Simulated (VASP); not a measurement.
# MgS (F-43m) in VASP: further runs

The runs below take MgS through single point, with PBEsol.

Everything below comes from runs of VASP 6.6.1. Logs are shortened: lines on timing, memory, paths and dates and some standing lists are left out, and cuts for length are marked.

**1. The cell of the first run**

The structure is cubic, space group F-43m (No. 216). Conventional cell: a = 5.652 Å, b = 5.652 Å, c = 5.652 Å, α = 90.00°, β = 90.00°, γ = 90.00°. Within 3.2 Å of Mg (site symmetry -43m) lie 4 S at 2.45 Å. Within 3.2 Å of S (site symmetry -43m) lie 4 Mg at 2.45 Å.

**2. Single point, PBEsol**

INCAR

```
ALGO = Normal
EDIFF = 1E-6
ENCUT = 600
GGA = PS
GGA_COMPAT = F
ISIF = 2
ISMEAR = 0
LASPH = T
LCHARG = T
LELF = T
LREAL = F
LVHAR = T
LWAVE = F
NBANDS = 16
NELM = 120
PREC = Accurate
SIGMA = 0.1
```

KPOINTS

```
k-points
0
Gamma
  4 4 4
```

POSCAR

```
MgS
1.0
    3.9962472056      0.0000000000      0.0000000000
    0.0000000000      5.6515469706      0.0000000000
    0.0000000000      0.0000000000      3.9962472056
Mg S
2 2
Direct
    0.0000000000      0.0000000000      0.0000000000
    0.5000000000      0.5000000000      0.4999970000
    0.5000000000      0.2500000000      0.0000000000
    0.0000000000      0.7500000000      0.4999970000
```

Potentials or basis: VASP PAW PBE potentials, release 64 (Mg, S).

On the command line:

```console
cat potpaw_PBE.64/Mg/POTCAR potpaw_PBE.64/S/POTCAR > POTCAR
mpirun -np 1 vasp_std > vasp.out
```

OUTCAR:

```text
EDIFF = 1E-6
   ENCUT = 600
   GGA = PS
   ISIF = 2
   ISMEAR = 0
   LASPH = T
   LREAL = F
   NELM = 120
   PREC = Accurate

 ion  position               nearest neighbor table
   1  0.000  0.000  0.000-   4 2.45   3 2.45   3 2.45   4 2.45
   2  0.500  0.500  0.500-   3 2.45   4 2.45   4 2.45   3 2.45
   3  0.500  0.250  0.000-   2 2.45   1 2.45   1 2.45   2 2.45
   4  0.000  0.750  0.500-   1 2.45   2 2.45   2 2.45   1 2.45

  LATTYP: Found a simple tetragonal cell.
 ALAT       =     3.9962472056
 C/A-ratio  =     1.4142135558

  Lattice vectors:

 A1 = (  -3.9962472056,   0.0000000000,   0.0000000000)
 A2 = (   0.0000000000,   0.0000000000,   3.9962472056)
 A3 = (   0.0000000000,   5.6515469706,   0.0000000000)

Analysis of symmetry for initial positions (statically):
=====================================================================
 Subroutine PRICEL returns following result:

  LATTYP: Found a face centered cubic cell.
 ALAT       =     5.6515554610

  Lattice vectors:

 A1 = (  -1.9981236028,   2.8257734853,   1.9981355915)
 A2 = (   0.0000000000,   0.0000000000,   3.9962472056)
 A3 = (   1.9981236028,   2.8257734853,   1.9981116141)

   2 primitive cells build up your supercell.

 Routine SETGRP: Setting up the symmetry group for a
 simple tetragonal supercell.

 Subroutine GETGRP returns: Found  8 space group operations
 (whereof  8 operations were pure point group operations)
 out of a pool of 16 trial point group operations.

The static configuration has the point symmetry D_2d.

Analysis of symmetry for dynamics (positions and initial velocities):
=====================================================================
 Subroutine PRICEL returns following result:

  LATTYP: Found a face centered cubic cell.
 ALAT       =     5.6515554610

  Lattice vectors:

 A1 = (  -1.9981236028,   2.8257734853,   1.9981355915)
 A2 = (   0.0000000000,   0.0000000000,   3.9962472056)
 A3 = (   1.9981236028,   2.8257734853,   1.9981116141)

   2 primitive cells build up your supercell.

 Routine SETGRP: Setting up the symmetry group for a
 simple tetragonal supercell.

 Subroutine GETGRP returns: Found  8 space group operations
 (whereof  8 operations were pure point group operations)
 out of a pool of 16 trial point group operations.

The dynamic configuration has the point symmetry D_2d.

 Subroutine INISYM returns: Found  8 space group operations
 (whereof  8 operations are pure point group operations),
 and found     2 'primitive' translations

----------------------------------------------------------------------------------------

                                     Primitive cell

  volume of cell :      45.1276

  direct lattice vectors                    reciprocal lattice vectors
    -1.998123603  2.825773485  1.998135592    -0.250234770  0.176942704  0.000000000
     0.000000000  0.000000000  3.996247206     0.000001501 -0.176942704  0.250234770
     1.998123603  2.825773485  1.998111614     0.250234770  0.176942704  0.000000000

  length of vectors
     3.996253191  3.996247206  3.996241202     0.306473752  0.306473752  0.306473752

  position of ions in fractional coordinates (direct lattice)
     0.000000000  0.000000000  0.000000000
     0.750000000  0.749997000  0.750000000

  ion indices of the primitive-cell ions
   primitive index   ion index
                 1           1
                 2           4

----------------------------------------------------------------------------------------

 KPOINTS: k-points

Automatic generation of k-mesh.
 Grid dimensions read from file:
 generate k-points for:    4    4    4

 Generating k-lattice:

  Cartesian coordinates                     Fractional coordinates (reciprocal lattice)
     0.062558692  0.000000000  0.000000000     0.250000000  0.000000000  0.000000000
     0.000000000  0.044235676  0.000000000     0.000000000  0.250000000  0.000000000
     0.000000000  0.000000000  0.062558692     0.000000000  0.000000000  0.250000000

  Length of vectors
     0.062558692  0.044235676  0.062558692

  Shift w.r.t. Gamma in fractional coordinates (k-lattice)
     0.000000000  0.000000000  0.000000000

 Subroutine IBZKPT returns following result:
 ===========================================

 Found     18 irreducible k-points:

 Following reciprocal coordinates:
            Coordinates               Weight
  0.000000  0.000000  0.000000      1.000000
  0.250000  0.000000  0.000000      4.000000
  0.500000  0.000000  0.000000      2.000000
  0.000000  0.250000  0.000000      2.000000
  0.250000  0.250000  0.000000      8.000000
  0.500000  0.250000  0.000000      4.000000
[... 10 lines left out ...]
  0.500000  0.250000  0.500000      2.000000
  0.500000  0.500000  0.500000      1.000000
   k-points           NKPTS =     18   k-points in BZ     NKDIM =     18   number of bands    NBANDS=     16
   number of dos      NEDOS =    301   number of ions     NIONS =      4
   total plane-waves  NPLWV =  49152
   dimension x,y,z NGX =    32 NGY =   48 NGZ =   32
   dimension x,y,z NGXF=    64 NGYF=   96 NGZF=   64
   ions per type =               2   2
   NGX,Y,Z   is equivalent  to a cutoff of  13.31, 14.12, 13.31 a.u.
   NGXF,Y,Z  is equivalent  to a cutoff of  26.62, 28.24, 26.62 a.u.
 SYSTEM =  unknown system
   PREC   = accura    normal or accurate (medium, high low for compatibility)
   ISTART =      0    job   : 0-new  1-cont  2-samecut
   ICHARG =      2    charge: 1-file 2-atom 10-const
   ISPIN  =      1    spin polarized calculation?
   LNONCOLLINEAR =      F non collinear calculations
   LSORBIT =      F    spin-orbit coupling
   LASPH  =      T    aspherical Exc in radial PAW
   ENCUT  =  600.0 eV  44.10 Ry    6.64 a.u.   7.98 11.29  7.98*2*pi/ulx,y,z
   NELM   =    120;   NELMIN=  2; NELMDL= -5     # of ELM steps
   EDIFF  = 0.1E-05   stopping-criterion for ELM
   LREAL  =      F    real-space projection
   EDIFFG = 0.1E-04   stopping-criterion for IOM
   NSW    =      0    number of steps for IOM
   IBRION =     -1    ionic relax: 0-MD 1-quasi-New 2-CG
   NFREE  =      0    steps in history (QN), initial steepest desc. (CG)
   ISIF   =      2    stress and relaxation
   ISYM   =      2    0-nonsym 1-usesym 2-fastsym
   POTIM  = 0.5000    time-step for ionic-motion
   TEBEG  =    0.0;   TEEND  =   0.0 temperature during run
   PSTRESS=    0.0 pullay stress
   NELECT =      16.0000    total number of electrons
   NUPDOWN=      -1.0000    fix difference up-down
   EMIN   =  10.00;   EMAX   =-10.00  energy-range for DOS
   EFERMI =   0.00;   METHOD = LEGACY
   ISMEAR =     0;   SIGMA  =   0.10  broadening in eV -4-tet -1-fermi 0-gaus
   EFERMI_NEDOS =   21; number of points for ismear=-14 and -15
   IALGO  =     38    algorithm
   IMIX   =      4    mixing-type and parameters
     AMIX     =   0.40;   BMIX     =  1.00
     AMIX_MAG =   1.60;   BMIX_MAG =  1.00
  volume/ion in A,a.u.               =      22.56       152.27
  Fermi-wavevector in a.u.,A,eV,Ry     =   0.919653  1.737893 11.507294  0.845762
  Thomas-Fermi vector in A             =   2.044871
   LORBIT       =      0    0 simple, 1 ext, 2 COOP (PROOUT), +10 PAW based schemes
   GGA     = PS    functional components
   LHFCALC =     F    Hartree Fock is set to
   AEXX    =    0.0000 exact exchange contribution
   IVDW    =     0    specifies the selected vdW correction
   LEPSILON=     F    determine dielectric tensor
   LRPA    =     F    only Hartree local field effects (RPA)
 non-spin polarized calculation
 Gauss-broadening in eV      SIGMA  =   0.10
  energy-cutoff  :      600.00
  volume of cell :       90.26
 maximum number of plane-waves:      3080
 NGX is ok and might be reduce to    32
   NGX = 15   NGY = 23   NGZ = 15

 number of electron      16.0000001 magnetization

 Free energy of the ion-electron system (eV)
  ---------------------------------------------------
  ext. energy  EPLUGINS =         0.00000000
  ---------------------------------------------------
  free energy    TOTEN  =       -17.82543022 eV

  energy without entropy =      -17.82543022  energy(sigma->0) =      -17.82543022

 E-fermi :   1.4989     XC(G=0):  -8.5963

 val. band max:        1.0397524660   @ k =   0.0000   0.0000   0.0000
 cond. band min:       4.3604810734   @ k =   0.0000   0.0000   0.0000
 fundamental gap:      3.3207286074
 Fermi energy:         1.4989375295

 k-point     1 :       0.0000    0.0000    0.0000
  band No.  band energies     occupation
      1     -10.2475      2.00000
      2      -9.3188      2.00000
      3      -1.8296      2.00000
      4      -0.0163      2.00000
      5      -0.0163      2.00000
      6       1.0391      2.00000
[... 8 lines left out ...]
     15      11.8321      0.00000
     16      11.8323      0.00000

 k-point     2 :       0.2500    0.0000    0.0000
  band No.  band energies     occupation
      1     -10.0201      2.00000
      2      -9.3322      2.00000
      3      -1.4909      2.00000
      4      -0.8916      2.00000
      5      -0.2961      2.00000
      6       0.2087      2.00000
[... 8 lines left out ...]
     15      10.4297      0.00000
     16      10.5568      0.00000

 k-point     3 :       0.5000    0.0000    0.0000
  band No.  band energies     occupation
      1      -9.5645      2.00000
      2      -9.5645      2.00000
      3      -1.4410      2.00000
      4      -1.4410      2.00000
      5      -0.3930      2.00000
      6      -0.3930      2.00000
[... 8 lines left out ...]
     15       9.6794      0.00000
     16       9.6794      0.00000
[... 248 lines left out ...]
 k-point    17 :       0.5000    0.2500    0.5000
  band No.  band energies     occupation
      1      -9.3142      2.00000
      2      -9.3142      2.00000
      3      -1.6456      2.00000
      4      -1.6456      2.00000
      5      -0.3546      2.00000
      6      -0.3546      2.00000
[... 8 lines left out ...]
     15      11.1370      0.00000
     16      11.1370      0.00000

 k-point    18 :       0.5000    0.5000    0.5000
  band No.  band energies     occupation
      1      -9.3096      2.00000
      2      -9.3096      2.00000
      3      -1.2933      2.00000
      4      -1.2933      2.00000
      5      -0.8474      2.00000
      6      -0.8474      2.00000
[... 8 lines left out ...]
     15       9.4783      0.00000
     16       9.4783      0.00000

------------------------ aborting loop because EDIFF is reached ----------------------------------------

  FORCE on cell =-STRESS in cart. coord.  units (eV):
  Direction    XX          YY          ZZ          XY          YZ          ZX
  --------------------------------------------------------------------------------------
  -------------------------------------------------------------------------------------
  Total        0.0120158     -0.0709538      0.0120158      0.0000000      0.0000000      0.0000000
  in kB        0.2133006     -1.2595472      0.2133006      0.0000000      0.0000000      0.0000000
  external PRESSURE =      -0.2776487 kB  Pullay stress =       0.0000000 kB

 VOLUME and BASIS-vectors are now :
 -----------------------------------------------------------------------------
  energy-cutoff  :      600.00
  volume of cell :       90.26
      direct lattice vectors                 reciprocal lattice vectors
     3.996247206  0.000000000  0.000000000     0.250234770  0.000000000  0.000000000
     0.000000000  5.651546971  0.000000000     0.000000000  0.176942704  0.000000000
     0.000000000  0.000000000  3.996247206     0.000000000  0.000000000  0.250234770

 POSITION                                       TOTAL-FORCE (eV/Angst)
 -----------------------------------------------------------------------------------
      0.00000      0.00000      0.00000        -0.000000     -0.000000     -0.000000
      1.99812      2.82577      1.99811        -0.000000     -0.000000     -0.000000
      1.99812      1.41289      0.00000         0.000000     -0.000000     -0.000000
      0.00000      4.23866      1.99811        -0.000000      0.000000      0.000000
 -----------------------------------------------------------------------------------
    total drift:                                0.000000      0.000000      0.006770

  FREE ENERGIE OF THE ION-ELECTRON SYSTEM (eV)
  ---------------------------------------------------
  free  energy   TOTEN  =       -17.8254302182 eV

  energy  without entropy=      -17.8254302182  energy(sigma->0) =      -17.82543022
```

Run time: 22 s. Hardware: 1 thread of Intel Xeon Platinum 8375C at 2.90GHz (Ice Lake), shared host; peak memory 0.22 GiB.

Results:

* Free energy: -17.8254 eV
* Pressure: 0.0 GPa
* Band gap on the k mesh: 3.32 eV

Caveat: the PAW data sets were made with another functional, which shifts forces and pressure a little.

**3. Single point, PBEsol**

INCAR

```
  PREC = Accurate
  ENCUT = 600
  EDIFF = 1E-6
  ISMEAR = 0
  SIGMA = 0.02
  LREAL = False
  LASPH = True
  NELM = 120
  ALGO = Normal
  ISIF = 2
  LWAVE = False
  LCHARG = False
  GGA = PS
  NBANDS = 16
  GGA_COMPAT = False
```

KPOINTS

```
regular mesh
0
Gamma
  6 4 6
```

POSCAR

```
MgS
1.0
    3.9962472056      0.0000000000      0.0000000000
    0.0000000000      5.6515469706      0.0000000000
    0.0000000000      0.0000000000      3.9962472056
Mg S
2 2
Direct
    0.0000000000      0.0000000000      0.0000000000
    0.5000000000      0.5000000000      0.5000000000
    0.5000000000      0.2500000000      0.0000000000
    0.0000000000      0.7500000000      0.5000000000
```

Potentials or basis: VASP PAW PBE potentials, release 64 (Mg, S).

On the command line:

```console
cat potpaw_PBE.64/Mg/POTCAR potpaw_PBE.64/S/POTCAR > POTCAR
mpirun -np 1 vasp_std > vasp.out
```

Wall time 33 s (1 thread of Intel Xeon Platinum 8375C at 2.90GHz (Ice Lake), shared host); peak memory 0.23 GiB.

It converged, with:

| Property | Result |
| --- | --- |
| Free energy | -17.8358 eV |
| Pressure | -0.1 GPa |
| Band gap on the k mesh | 3.32 eV |

Levels at points of the mesh, in eV from the valence-band top:
| k point | band 6 | band 7 | band 8 | band 9 | band 10 | band 11 |
| --- | --- | --- | --- | --- | --- | --- |
| (0.00, 0.00, 0.00) | 0.00 | 0.00 | 0.00 | 3.32 | 3.71 | 5.55 |
| (0.50, 0.00, 0.00) | -1.43 | -0.35 | -0.35 | 6.28 | 6.28 | 6.71 |
| (0.00, 0.50, 0.00) | -0.58 | -0.58 | -0.58 | 5.03 | 5.03 | 6.45 |
| (0.50, 0.50, 0.00) | -0.33 | -0.33 | -0.33 | 5.01 | 5.01 | 7.55 |
| (0.50, 0.00, 0.50) | -1.06 | -1.06 | -1.06 | 3.71 | 3.71 | 5.55 |
| (0.50, 0.50, 0.50) | -1.89 | -1.37 | -1.37 | 5.39 | 5.39 | 7.92 |

Caveat: the PAW data sets were made with another functional, which shifts forces and pressure a little. A k mesh can miss the band edges.

**4. Single point, PBEsol**

INCAR

```
SYSTEM = MgS
PREC = Accurate ; ENCUT = 600
EDIFF = 1E-6 ; ISMEAR = 0
SIGMA = 0.02 ; LREAL = .False.
LASPH = .True. ; NELM = 120
ALGO = Normal ; ISIF = 2
LWAVE = .False. ; LCHARG = .True.
GGA = PS ; LELF = .True.
LVHAR = .True. ; NBANDS = 16
GGA_COMPAT = .False.
```

KPOINTS

```
Automatic mesh
0
Gamma
  6 4 6
  0 0 0
```

POSCAR is that of step 3.

On the command line:

```console
cat potpaw_PBE.64/Mg/POTCAR potpaw_PBE.64/S/POTCAR > POTCAR
mpirun -np 1 vasp_std > vasp.out
```

Run time: 34 s. Hardware: 1 thread of Intel Xeon Platinum 8375C at 2.90GHz (Ice Lake), shared host; peak memory 0.23 GiB.

It converged, with:

```yaml
Free_energy: -17.8358 eV
Pressure: -0.1 GPa
Band_gap_on_the_k_mesh: 3.32 eV
```

Levels at points of the mesh, in eV from the valence-band top:
```
           k point  band 4  band 5  band 6  band 7  band 8  band 9  band 10  band 11  band 12  band 13
(0.00, 0.00, 0.00)   -1.06   -1.06    0.00    0.00    0.00    3.32     3.71     5.55     7.89     7.89
(0.50, 0.00, 0.00)   -2.48   -1.43   -1.43   -0.35   -0.35    6.28     6.28     6.71     6.71     7.90
(0.00, 0.50, 0.00)   -1.79   -0.58   -0.58   -0.58   -0.58    5.03     5.03     6.45     6.45     8.31
(0.50, 0.50, 0.00)   -3.20   -0.33   -0.33   -0.33   -0.33    5.01     5.01     7.55     7.55     7.55
(0.50, 0.00, 0.50)   -2.87   -1.06   -1.06   -1.06   -1.06    3.71     3.71     5.55     5.55    11.08
(0.50, 0.50, 0.50)   -2.33   -1.89   -1.89   -1.37   -1.37    5.39     5.39     7.92     7.92     8.08
```

Caveat: the PAW data sets were made with another functional, which shifts forces and pressure a little. A k mesh can miss the band edges.

**5. Single point, PBEsol**

INCAR

```
  PREC = Accurate
  ENCUT = 600
  EDIFF = 1E-6
  ISMEAR = 0
  SIGMA = 0.02
  LREAL = False
  LASPH = True
  NELM = 120
  ALGO = Normal
  ISIF = 2
  LWAVE = False
  LCHARG = False
  GGA = PS
  NBANDS = 16
  GGA_COMPAT = False
```

KPOINTS

```
regular mesh
0
Gamma
  6 4 6
```

POSCAR

```
MgS
1.0
    3.9962472056      0.0000000000      0.0000000000
    0.0000000000      5.6515469706      0.0000000000
    0.0000000000      0.0000000000      3.9962472056
Mg S
2 2
Direct
    0.0000000000      0.0000000000      0.0000000000
    0.5000000000      0.5000000000      0.4999970000
    0.5000000000      0.2500000000      0.0000000000
    0.0000000000      0.7500000000      0.4999970000
```

On the command line:

```console
cat potpaw_PBE.64/Mg/POTCAR potpaw_PBE.64/S/POTCAR > POTCAR
mpirun -np 1 vasp_std > vasp.out
```

It took 29 s on 1 thread of Intel Xeon Platinum 8375C at 2.90GHz (Ice Lake), shared host; peak memory 0.23 GiB.

Results (log left out):

```yaml
Free_energy: -17.8358 eV
Pressure: -0.1 GPa
Band_gap_on_the_k_mesh: 3.32 eV
```

Levels at points of the mesh, in eV from the valence-band top:
| k point | band 6 | band 7 | band 8 | band 9 | band 10 | band 11 |
| --- | --- | --- | --- | --- | --- | --- |
| (0.00, 0.00, 0.00) | 0.00 | 0.00 | 0.00 | 3.32 | 3.71 | 5.55 |
| (0.50, 0.00, 0.00) | -1.43 | -0.35 | -0.35 | 6.28 | 6.28 | 6.71 |
| (0.00, 0.50, 0.00) | -0.58 | -0.58 | -0.58 | 5.03 | 5.03 | 6.45 |
| (0.50, 0.50, 0.00) | -0.33 | -0.33 | -0.33 | 5.01 | 5.01 | 7.55 |
| (0.50, 0.00, 0.50) | -1.06 | -1.06 | -1.06 | 3.71 | 3.71 | 5.55 |
| (0.50, 0.50, 0.50) | -1.89 | -1.37 | -1.37 | 5.39 | 5.39 | 7.92 |

Caveat: the PAW data sets were made with another functional, which shifts forces and pressure a little.
